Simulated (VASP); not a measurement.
# NaH (Fm-3m) in VASP: further runs, part 2 of 2

VASP 6.6.1. The steps go on from the part before.

### 3 Single point, PBE (volume scaled by 1.02)

INCAR reads:

```
PREC     = Accurate       # precision mode
ENCUT    = 520            # plane-wave cutoff, eV
EDIFF    = 1E-6           # SCF threshold, eV
ISMEAR   = -1             # smearing method
SIGMA    = 0.02           # smearing width, eV
LREAL    = F              # projectors in reciprocal space
LASPH    = T              # aspherical terms in the spheres
NELM     = 100            # most SCF steps
ALGO     = Normal         # electronic algorithm
ISIF     = 2              # what is computed and relaxed
LWAVE    = F              # write WAVECAR
LCHARG   = F              # write CHGCAR
GGA      = PE             # functional
NBANDS   = 11             # bands
```

KPOINTS reads:

```
Automatic mesh
0
Gamma
  9 9 9
```

POSCAR reads:

```
NaH
1.0
    0.0000000000      2.4561594113      2.4561594113
    2.4561594113      0.0000000000      2.4561594113
    2.4561594113      2.4561594113      0.0000000000
Na H
1 1
Direct
    0.0000000000      0.0000000000      0.0000000000
    0.5000000000      0.5000000000      0.5000000000
```

Potentials or basis: VASP PAW PBE potentials, release 64 (Na_pv, H).

Run with:

```bash
cat potpaw_PBE.64/Na_pv/POTCAR potpaw_PBE.64/H/POTCAR > POTCAR
mpirun -np 1 vasp_std > vasp.out
```

OUTCAR:

```text
PREC = Accurate
   ENCUT = 520
   EDIFF = 1E-6
   ISMEAR = -1
   LREAL = F
   LASPH = T
   NELM = 100
   ISIF = 2
   GGA = PE

 ion  position               nearest neighbor table
   1  0.000  0.000  0.000-
   2  0.500  0.500  0.500-

  LATTYP: Found a face centered cubic cell.
 ALAT       =     4.9123188226

  Lattice vectors:

 A1 = (   0.0000000000,   2.4561594113,   2.4561594113)
[... 510 lines left out ...]
      3     -23.4820      2.00000
      4      -1.6057      2.00000
      5       3.4827      0.00000
      6       8.6629      0.00000
      7       9.1708      0.00000
      8       9.1708      0.00000
      9      10.1635      0.00000
     10      21.3049      0.00000
     11      23.2116      0.00000

 [... further k-points ...]
[... 5 lines left out ...]
  --------------------------------------------------------------------------------------
  -------------------------------------------------------------------------------------
  Total       -0.2006956     -0.2006956     -0.2006956      0.0000000     -0.0000000     -0.0000000
  in kB      -10.8504741    -10.8504741    -10.8504741      0.0000000     -0.0000000     -0.0000000
  external PRESSURE =     -10.8504741 kB  Pullay stress =       0.0000000 kB

 VOLUME and BASIS-vectors are now :
 -----------------------------------------------------------------------------
  energy-cutoff  :      520.00
  volume of cell :       29.63
      direct lattice vectors                 reciprocal lattice vectors
     0.000000000  2.456159411  2.456159411    -0.203569849  0.203569849  0.203569849
     2.456159411  0.000000000  2.456159411     0.203569849 -0.203569849  0.203569849
     2.456159411  2.456159411  0.000000000     0.203569849  0.203569849 -0.203569849

 POSITION                                       TOTAL-FORCE (eV/Angst)
 -----------------------------------------------------------------------------------
      0.00000      0.00000      0.00000        -0.000000      0.000000     -0.000000
      2.45616      2.45616      2.45616         0.000000     -0.000000      0.000000
 -----------------------------------------------------------------------------------
    total drift:                               -0.000000     -0.000000     -0.000000

  FREE ENERGIE OF THE ION-ELECTRON SYSTEM (eV)
  ---------------------------------------------------
  free  energy   TOTEN  =        -5.0830662671 eV

  energy  without entropy=       -5.0830662671  energy(sigma->0) =       -5.08306627
```

OSZICAR:

```text
N       E                     dE             d eps       ncg     rms          rms(c)
DAV:   1     0.382167474211E+02    0.38217E+02   -0.45113E+03   779   0.730E+02
DAV:   2    -0.415401631322E+01   -0.42371E+02   -0.41797E+02   809   0.195E+02
DAV:   3    -0.549742609612E+01   -0.13434E+01   -0.13417E+01   924   0.334E+01
DAV:   4    -0.550707113881E+01   -0.96450E-02   -0.96437E-02   909   0.291E+00
DAV:   5    -0.550716428604E+01   -0.93147E-04   -0.93147E-04   887   0.294E-01    0.315E+00
DAV:   6    -0.516737385428E+01    0.33979E+00   -0.34069E-01   904   0.269E+00    0.144E+00
DAV:   7    -0.507806086779E+01    0.89313E-01   -0.32613E-01   863   0.208E+00    0.358E-01
DAV:   8    -0.508318365450E+01   -0.51228E-02   -0.10625E-02   839   0.933E-01    0.709E-02
DAV:   9    -0.508307543946E+01    0.10822E-03   -0.12513E-03   925   0.359E-01    0.229E-02
DAV:  10    -0.508306282782E+01    0.12612E-04   -0.67841E-05   849   0.509E-02    0.458E-03
DAV:  11    -0.508306651814E+01   -0.36903E-05   -0.67374E-06   889   0.114E-02    0.319E-03
DAV:  12    -0.508306626710E+01    0.25105E-06   -0.23433E-07   543   0.331E-03
   1 F= -.50830663E+01 E0= -.50830663E+01  d E =-.920556E-12
```

Run time: 7.5 s. Hardware: 1 thread of Intel Xeon Platinum 8488C (Sapphire Rapids), shared host; peak memory 0.15 GiB.

What came out:

```yaml
Free_energy: -5.0831 eV
Pressure: -1.1 GPa
Band_gap_on_the_k_mesh: 3.97 eV, indirect (least direct gap 4.66 eV)
```

Levels at points of the mesh, in eV from the valence-band top:
```tsv
k point	band 2	band 3	band 4	band 5	band 6	band 7
(0.00, 0.00, 0.00)	-22.13	-22.13	-3.42	10.06	15.30	15.30
```

### 4 Single point, PBE (volume scaled by 1.06)

INCAR reads:

```
SYSTEM = NaH
PREC = Accurate ; ENCUT = 520
EDIFF = 1E-6 ; ISMEAR = -1
SIGMA = 0.02 ; LREAL = .False.
LASPH = .True. ; NELM = 80
ALGO = Normal ; ISIF = 2
LWAVE = .False. ; LCHARG = .False.
GGA = PE ; NBANDS = 11
```

KPOINTS reads:

```
regular mesh
0
Gamma
  9 9 9
  0 0 0
```

POSCAR reads:

```
NaH
1.0
    0.0000000000      2.4878552867      2.4878552867
    2.4878552867      0.0000000000      2.4878552867
    2.4878552867      2.4878552867      0.0000000000
Na H
1 1
Direct
    0.0000000000      0.0000000000      0.0000000000
    0.5000000000      0.5000000000      0.5000000000
```

Run with:

```bash
cat potpaw_PBE.64/Na_pv/POTCAR potpaw_PBE.64/H/POTCAR > POTCAR
mpirun -np 1 vasp_std > vasp.out
```

It took 7.6 s on 1 thread of Intel Xeon Platinum 8488C (Sapphire Rapids), shared host; peak memory 0.15 GiB.

The run converged. Its results:

```yaml
Free_energy: -5.0731 eV
Pressure: -1.8 GPa
Band_gap_on_the_k_mesh: 3.90 eV, indirect (least direct gap 4.57 eV)
```

Levels at points of the mesh, in eV from the valence-band top:
| k point | band 1 | band 2 | band 3 | band 4 | band 5 | band 6 | band 7 | band 8 |
| --- | --- | --- | --- | --- | --- | --- | --- | --- |
| (0.00, 0.00, 0.00) | -22.20 | -22.20 | -22.20 | -3.32 | 9.73 | 15.02 | 15.02 | 15.02 |

 A k mesh can miss the band edges.

### 5 Summary

```csv
cell,gap on the mesh (eV),pressure (GPa)
"a = 3.428 Å, angles 60.0°, 2 atoms",4.05,-0.2
"a = 3.474 Å, angles 60.0°, 2 atoms",3.97,-1.1
"a = 3.518 Å, angles 60.0°, 2 atoms",3.90,-1.8
```

Alike in all rows: task single point; level PBE; potentials or basis VASP PAW PBE potentials, release 64 (Na_pv, H); no spin polarisation; k mesh 9 × 9 × 9; cutoff (eV) 520; smearing fermi-dirac 0.02 eV.

Total energies depend on the potentials used, so only differences within one code and one set of settings carry meaning.
